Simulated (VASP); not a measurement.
# La: single point with r2SCAN

La:

```
La
1.0
     3.93297    0.00000    0.00000
    -1.96648    3.40605    0.00000
     0.00000    0.00000   12.52647
La
4
Direct
  0.00000 0.00000 0.00000
  0.00000 0.00000 0.50000
  0.33333 0.66667 0.75000
  0.66667 0.33333 0.25000
```

```json
{
 "Program": "VASP 6.6.1",
 "Task": "single point",
 "Functional": "r2SCAN",
 "Potentials or basis": "VASP PAW PBE potentials, release 64 (La)",
 "Cutoff": "520 eV",
 "k mesh": "13 × 13 × 4",
 "Occupations": "fermi-dirac, width 0.1 eV",
 "Spin": "no spin polarisation"
}
```

```json
{
  "Pressure": "-2.3 GPa",
  "Band gap on the k mesh": "zero (bands 22 and 23 overlap by 1.18 eV)"
}
```

Stress tensor (GPa, compression positive):
```
-2.33  0.00  0.00
 0.00 -2.33  0.00
 0.00  0.00 -2.24
```

Levels at points of the mesh, in eV from the Fermi level:
| k point | band 19 | band 20 | band 21 | band 22 | band 23 | band 24 | band 25 | band 26 |
| --- | --- | --- | --- | --- | --- | --- | --- | --- |
| (0.00, 0.00, 0.00) | -2.05 | -1.66 | 0.49 | 0.64 | 1.32 | 1.32 | 1.40 | 1.40 |
| (0.00, 0.00, 0.50) | -1.65 | -1.65 | 0.96 | 0.96 | 1.07 | 1.07 | 1.39 | 1.39 |

Wall time 17 min on 1 thread of Intel(R) Xeon(R) Platinum 8488C (Sapphire Rapids), on a shared host, peak memory 0.49 GiB.

Caveat: the PAW data sets were made with another functional, which shifts forces and pressure a little; spin-orbit coupling is left out, which moves the levels of the heavy elements.
